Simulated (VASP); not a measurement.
# ZnO (P6_3mc) in VASP: settings compared

The runs below take ZnO through single point, with r2SCAN, PBE.

Everything below comes from runs of VASP 6.6.1. Logs are shortened: lines on timing, memory, paths and dates and some standing lists are left out, and cuts for length are marked.

## Step 1: The cell of the first run

The structure is hexagonal, space group P6_3mc (No. 186). The conventional cell has a = 3.226 Å, b = 3.226 Å, c = 10.473 Å, α = 90.00°, β = 90.00°, γ = 120.00°. Within 2.6 Å of Zn (site symmetry 3m) lie 4 O at 1.97 to 1.98 Å. Zn (site symmetry 3m) has 4 O at 1.97 Å within 2.6 Å. O (site symmetry 3m) has 4 Zn at 1.97 to 1.98 Å within 2.6 Å. O (site symmetry 3m) has 4 Zn at 1.97 Å within 2.6 Å.

## Step 2: Single point, r2SCAN

Input file POSCAR:

```
ZnO
1.0
    3.2264988268      0.0000000001      0.0000000000
   -1.6132494134      2.7942299492      0.0000000000
    0.0000000000      0.0000000000     10.4726024573
Zn O
4 4
Direct
    0.0000000000      0.0000000000     -0.0006159410
    0.3333333333      0.6666666667      0.2495638050
    0.0000000000      0.0000000000      0.4993840590
    0.6666666667      0.3333333333      0.7495638050
    0.0000000000      0.0000000000      0.1881525593
    0.3333333333      0.6666666667      0.4378995767
    0.0000000000      0.0000000000      0.6881525593
    0.6666666667      0.3333333333      0.9378995767
```

Input file INCAR.step1:

```
SYSTEM = ZnO
  PREC = Accurate
  ENCUT = 520
  ISMEAR = -1
  SIGMA = 0.02
  LREAL = .FALSE.
  LASPH = .TRUE.
  NELM = 80
  NBANDS = 46
  GGA = PE
  ALGO = Normal
  EDIFF = 1E-4
  LWAVE = .TRUE.
  LCHARG = .FALSE.
```

Input file INCAR.step2:

```
SYSTEM = ZnO
  PREC = Accurate
  ENCUT = 520
  EDIFF = 1E-7
  ISMEAR = -1
  SIGMA = 0.02
  LREAL = .FALSE.
  LASPH = .TRUE.
  NELM = 80
  ALGO = Normal
  ISIF = 2
  LWAVE = .FALSE.
  LCHARG = .FALSE.
  METAGGA = R2SCAN
  LMIXTAU = .TRUE.
  NBANDS = 46
  ISTART = 1
```

Input file KPOINTS:

```
regular mesh
0
G
  12 12 2
  0 0 0
```

Potentials or basis: VASP PAW PBE potentials, release 64 (Zn, O).

The run is started by

```
cat potpaw_PBE.64/Zn/POTCAR potpaw_PBE.64/O/POTCAR > POTCAR
cp INCAR.step1 INCAR
mpirun -np 1 vasp_std > vasp.out
cp INCAR.step2 INCAR
mpirun -np 1 vasp_std > vasp.out
```

OUTCAR:

```text
SYSTEM = ZnO
   PREC = Accurate
   ENCUT = 520
   EDIFF = 1E-7
   ISMEAR = -1
   LREAL = .FALSE.
   LASPH = .TRUE.
   NELM = 80
   ISIF = 2
   METAGGA = R2SCAN
   ISTART = 1

 ion  position               nearest neighbor table
   1  0.000  0.000  0.999-   8 1.97   8 1.97   8 1.97   5 1.98
   2  0.333  0.667  0.250-   5 1.97   5 1.97   5 1.97   6 1.97
   3  0.000  0.000  0.499-   6 1.97   6 1.97   6 1.97   7 1.98
   4  0.667  0.333  0.750-   7 1.97   7 1.97   7 1.97   8 1.97
   5  0.000  0.000  0.188-   2 1.97   2 1.97   2 1.97   1 1.98
   6  0.333  0.667  0.438-   3 1.97   3 1.97   3 1.97   2 1.97
   7  0.000  0.000  0.688-   4 1.97   4 1.97   4 1.97   3 1.98
   8  0.667  0.333  0.938-   1 1.97   1 1.97   1 1.97   4 1.97

  LATTYP: Found a hexagonal cell.
 ALAT       =     3.2264988268
 C/A-ratio  =     3.2458100931

  Lattice vectors:

 A1 = (   3.2264988268,   0.0000000001,   0.0000000000)
 A2 = (  -1.6132494134,   2.7942299492,   0.0000000000)
 A3 = (   0.0000000000,   0.0000000000,  10.4726024573)

Analysis of symmetry for initial positions (statically):
=====================================================================
 Subroutine PRICEL returns:
 Original cell was already a primitive cell.

 Routine SETGRP: Setting up the symmetry group for a
 hexagonal supercell.

 Subroutine GETGRP returns: Found 12 space group operations
 (whereof  6 operations were pure point group operations)
 out of a pool of 24 trial point group operations.

The static configuration has the point symmetry C_3v.
 The point group associated with its full space group is C_6v.

Analysis of symmetry for dynamics (positions and initial velocities):
=====================================================================
 Subroutine PRICEL returns:
 Original cell was already a primitive cell.

 Routine SETGRP: Setting up the symmetry group for a
 hexagonal supercell.

 Subroutine GETGRP returns: Found 12 space group operations
 (whereof  6 operations were pure point group operations)
 out of a pool of 24 trial point group operations.

The dynamic configuration has the point symmetry C_3v.
 The point group associated with its full space group is C_6v.

 Subroutine INISYM returns: Found 12 space group operations
 (whereof  6 operations are pure point group operations),
 and found     1 'primitive' translations

----------------------------------------------------------------------------------------

                                     Primitive cell

  volume of cell :      94.4166

  direct lattice vectors                    reciprocal lattice vectors
     3.226498827  0.000000000  0.000000000     0.309933477  0.178940176  0.000000000
    -1.613249413  2.794229949  0.000000000    -0.000000000  0.357880353  0.000000000
     0.000000000  0.000000000 10.472602457     0.000000000  0.000000000  0.095487249

  length of vectors
     3.226498827  3.226498827 10.472602457     0.357880353  0.357880353  0.095487249

  position of ions in fractional coordinates (direct lattice)
     0.000000000  0.000000000  0.999384059
     0.333333333  0.666666667  0.249563805
     0.000000000  0.000000000  0.499384059
     0.666666667  0.333333333  0.749563805
     0.000000000  0.000000000  0.188152559
     0.333333333  0.666666667  0.437899577
     0.000000000  0.000000000  0.688152559
     0.666666667  0.333333333  0.937899577

  ion indices of the primitive-cell ions
   primitive index   ion index
                 1           1
                 2           2
                 3           3
                 4           4
                 5           5
                 6           6
                 7           7
                 8           8

----------------------------------------------------------------------------------------

 KPOINTS: regular mesh

Automatic generation of k-mesh.
 Grid dimensions read from file:
 generate k-points for:   12   12    2

 Generating k-lattice:

  Cartesian coordinates                     Fractional coordinates (reciprocal lattice)
     0.025827790  0.014911681  0.000000000     0.083333333  0.000000000  0.000000000
    -0.000000000  0.029823363  0.000000000     0.000000000  0.083333333  0.000000000
     0.000000000  0.000000000  0.047743625     0.000000000  0.000000000  0.500000000

  Length of vectors
     0.029823363  0.029823363  0.047743625

  Shift w.r.t. Gamma in fractional coordinates (k-lattice)
     0.000000000  0.000000000  0.000000000

 Subroutine IBZKPT returns following result:
 ===========================================

 Found     38 irreducible k-points:

 Following reciprocal coordinates:
            Coordinates               Weight
  0.000000  0.000000  0.000000      1.000000
  0.083333  0.000000  0.000000      6.000000
  0.166667  0.000000  0.000000      6.000000
  0.250000  0.000000  0.000000      6.000000
  0.333333  0.000000  0.000000      6.000000
  0.416667  0.000000  0.000000      6.000000
[... 16 lines left out ...]
  0.250000  0.000000  0.500000      6.000000
  0.333333  0.000000  0.500000      6.000000
 [... further k-points ...]
   k-points           NKPTS =     38   k-points in BZ     NKDIM =     38   number of bands    NBANDS=     46
   number of dos      NEDOS =    301   number of ions     NIONS =      8
   total plane-waves  NPLWV =  46080
   dimension x,y,z NGX =    24 NGY =   24 NGZ =   80
   dimension x,y,z NGXF=    48 NGYF=   48 NGZF=  160
   ions per type =               4   4
   NGX,Y,Z   is equivalent  to a cutoff of  12.37, 12.37, 12.70 a.u.
   NGXF,Y,Z  is equivalent  to a cutoff of  24.73, 24.73, 25.40 a.u.
 SYSTEM =  ZnO
   PREC   = accura    normal or accurate (medium, high low for compatibility)
   ISTART =      1    job   : 0-new  1-cont  2-samecut
   ICHARG =      0    charge: 1-file 2-atom 10-const
   ISPIN  =      1    spin polarized calculation?
   LNONCOLLINEAR =      F non collinear calculations
   LSORBIT =      F    spin-orbit coupling
   LASPH  =      T    aspherical Exc in radial PAW
   ENCUT  =  520.0 eV  38.22 Ry    6.18 a.u.   6.00  6.00 19.47*2*pi/ulx,y,z
   NELM   =     80;   NELMIN=  2; NELMDL=  0     # of ELM steps
   EDIFF  = 0.1E-06   stopping-criterion for ELM
   LREAL  =      F    real-space projection
   EDIFFG = 0.1E-05   stopping-criterion for IOM
   NSW    =      0    number of steps for IOM
   IBRION =     -1    ionic relax: 0-MD 1-quasi-New 2-CG
   NFREE  =      0    steps in history (QN), initial steepest desc. (CG)
   ISIF   =      2    stress and relaxation
   ISYM   =      2    0-nonsym 1-usesym 2-fastsym
   POTIM  = 0.5000    time-step for ionic-motion
   TEBEG  =    0.0;   TEEND  =   0.0 temperature during run
   PSTRESS=    0.0 pullay stress
   NELECT =      72.0000    total number of electrons
   NUPDOWN=      -1.0000    fix difference up-down
   EMIN   =  10.00;   EMAX   =-10.00  energy-range for DOS
   EFERMI =   0.00;   METHOD = LEGACY
   ISMEAR =    -1;   SIGMA  =   0.02  broadening in eV -4-tet -1-fermi 0-gaus
   EFERMI_NEDOS =   21; number of points for ismear=-14 and -15
   IALGO  =     38    algorithm
   IMIX   =      4    mixing-type and parameters
     AMIX     =   0.40;   BMIX     =  1.00
     AMIX_MAG =   1.60;   BMIX_MAG =  1.00
  volume/ion in A,a.u.               =      11.80        79.64
  Fermi-wavevector in a.u.,A,eV,Ry     =   1.495672  2.826409 30.436688  2.237033
  Thomas-Fermi vector in A             =   2.607786
   LORBIT       =      0    0 simple, 1 ext, 2 COOP (PROOUT), +10 PAW based schemes
   METAGGA = R2SCAN    functional components
   LHFCALC =     F    Hartree Fock is set to
   AEXX    =    0.0000 exact exchange contribution
   IVDW    =     0    specifies the selected vdW correction
   LEPSILON=     F    determine dielectric tensor
   LRPA    =     F    only Hartree local field effects (RPA)
 non-spin polarized calculation
  energy-cutoff  :      520.00
  volume of cell :       94.42
 maximum number of plane-waves:      2586
 NGX is ok and might be reduce to    24
   NGX = 11   NGY = 11   NGZ = 39

 number of electron      72.0000035 magnetization

 Free energy of the ion-electron system (eV)
  ---------------------------------------------------
  ext. energy  EPLUGINS =         0.00000000
  ---------------------------------------------------
  free energy    TOTEN  =       -72.59994686 eV

  energy without entropy =      -72.59994686  energy(sigma->0) =      -72.59994686

 E-fermi :   1.3947     XC(G=0): -11.7145

 val. band max:        0.9223639334   @ k =   0.0000   0.0000   0.0000
 cond. band min:       2.0993669351   @ k =   0.0000   0.0000   0.0000
 fundamental gap:      1.1770030017
 Fermi energy:         1.3947449195

 k-point     1 :       0.0000    0.0000    0.0000
  band No.  band energies     occupation
      1     -18.2219      2.00000
      2     -17.9036      2.00000
      3     -17.8758      2.00000
      4     -17.5382      2.00000
      5      -5.1622      2.00000
      6      -5.1195      2.00000
[... 38 lines left out ...]
     45      14.7308      0.00000
     46      14.9266      0.00000

 k-point     2 :       0.0833    0.0000    0.0000
  band No.  band energies     occupation
      1     -18.1844      2.00000
      2     -17.8751      2.00000
      3     -17.8474      2.00000
      4     -17.5209      2.00000
      5      -5.1801      2.00000
      6      -5.1413      2.00000
[... 38 lines left out ...]
     45      14.3269      0.00000
     46      14.5960      0.00000

 k-point     3 :       0.1667    0.0000    0.0000
  band No.  band energies     occupation
      1     -18.0789      2.00000
      2     -17.7967      2.00000
      3     -17.7691      2.00000
      4     -17.4750      2.00000
      5      -5.2357      2.00000
      6      -5.1975      2.00000
[... 1018 lines left out ...]
     45      12.8516      0.00000
     46      12.8516      0.00000

 k-point    24 :       0.3333    0.0000    0.5000
  band No.  band energies     occupation
      1     -17.7011      2.00000
      2     -17.7011      2.00000
      3     -17.4238      2.00000
      4     -17.4238      2.00000
      5      -5.3217      2.00000
      6      -5.3217      2.00000
[... 38 lines left out ...]
     45      12.5254      0.00000
     46      12.5254      0.00000

 [... further k-points ...]
[... 5 lines left out ...]
  --------------------------------------------------------------------------------------
  -------------------------------------------------------------------------------------
  Total        0.6052506      0.6052506      0.6095217      0.0000000      0.0000000      0.0000000
  in kB       10.2706402     10.2706402     10.3431174      0.0000000      0.0000000      0.0000000
  external PRESSURE =      10.2947993 kB  Pullay stress =       0.0000000 kB

 VOLUME and BASIS-vectors are now :
 -----------------------------------------------------------------------------
  energy-cutoff  :      520.00
  volume of cell :       94.42
      direct lattice vectors                 reciprocal lattice vectors
     3.226498827  0.000000000  0.000000000     0.309933477  0.178940176  0.000000000
    -1.613249413  2.794229949  0.000000000    -0.000000000  0.357880353  0.000000000
     0.000000000  0.000000000 10.472602457     0.000000000  0.000000000  0.095487249

 POSITION                                       TOTAL-FORCE (eV/Angst)
 -----------------------------------------------------------------------------------
      0.00000      0.00000     10.46615         0.000000     -0.000000     -0.001621
     -0.00000      1.86282      2.61358         0.000000     -0.000000     -0.008907
      0.00000      0.00000      5.22985        -0.000000      0.000000     -0.001621
      1.61325      0.93141      7.84988        -0.000000      0.000000     -0.008907
      0.00000      0.00000      1.97045         0.000000      0.000000      0.004134
     -0.00000      1.86282      4.58595         0.000000     -0.000000      0.006394
      0.00000      0.00000      7.20675         0.000000     -0.000000      0.004134
      1.61325      0.93141      9.82225         0.000000      0.000000      0.006394
 -----------------------------------------------------------------------------------
    total drift:                                0.000002      0.000003     -0.066563

  FREE ENERGIE OF THE ION-ELECTRON SYSTEM (eV)
  ---------------------------------------------------
  free  energy   TOTEN  =       -72.5999468594 eV

  energy  without entropy=      -72.5999468594  energy(sigma->0) =      -72.59994686
```

It took 7.5 min on 1 thread of Intel Xeon Platinum 8259CL at 2.50GHz (Skylake/Cascade Lake), shared host; peak memory 0.29 GiB.

What came out:

```
Free energy            : -72.5999 eV
Pressure               : 1.0 GPa
Largest force          : 0.009 eV/Å
Band gap on the k mesh : 1.18 eV, direct
```

Forces in eV/Å, atoms in the order of the input:
```
Zn   0.000  0.000 -0.002
Zn   0.000  0.000 -0.009
Zn   0.000  0.000 -0.002
Zn   0.000  0.000 -0.009
O    0.000  0.000  0.004
O    0.000  0.000  0.006
O    0.000  0.000  0.004
O    0.000  0.000  0.006
```

Caveat: the PAW data sets were made with another functional, which shifts forces and pressure a little. r2SCAN opens gaps a little over a GGA but as a rule still falls short of measured ones.

[end of part 1 of 2]
